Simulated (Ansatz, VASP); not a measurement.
## Two plane-wave programs on Cs

```
CELL_PARAMETERS angstrom
0.00000 3.79993 3.79993
3.79993 0.00000 3.79993
3.79993 3.79993 0.00000
ATOMIC_POSITIONS crystal
Cs 0.00000 0.00000 0.00000
```

Alike in both runs: functional PBEsol; k mesh 10 × 10 × 10; occupations gaussian, width 0.1 eV; no spin polarisation.

Ansatz relaxed the structure, and its values are those at the end. VASP's run is a single point on that final structure, the one shown.

```csv
,VASP,Ansatz
version,VASP 6.6.1,Ansatz 0.2.0
potentials or method,"VASP PAW PBE potentials, release 64 (Cs_sv), cutoff 520 eV","scalar-relativistic, plane waves, PAW"
valence electrons in the cell,9,9
```

```csv
,VASP,Ansatz,Ansatz less VASP
gap on the k mesh at the Fermi level (eV),none,none,-
pressure (GPa),0.0,0.0,+0.01
```

VASP's potentials were made for PBE, not for PBEsol. A gap of «none» marks a metal or a gap that the smearing closes.

Spin-orbit coupling is off throughout.
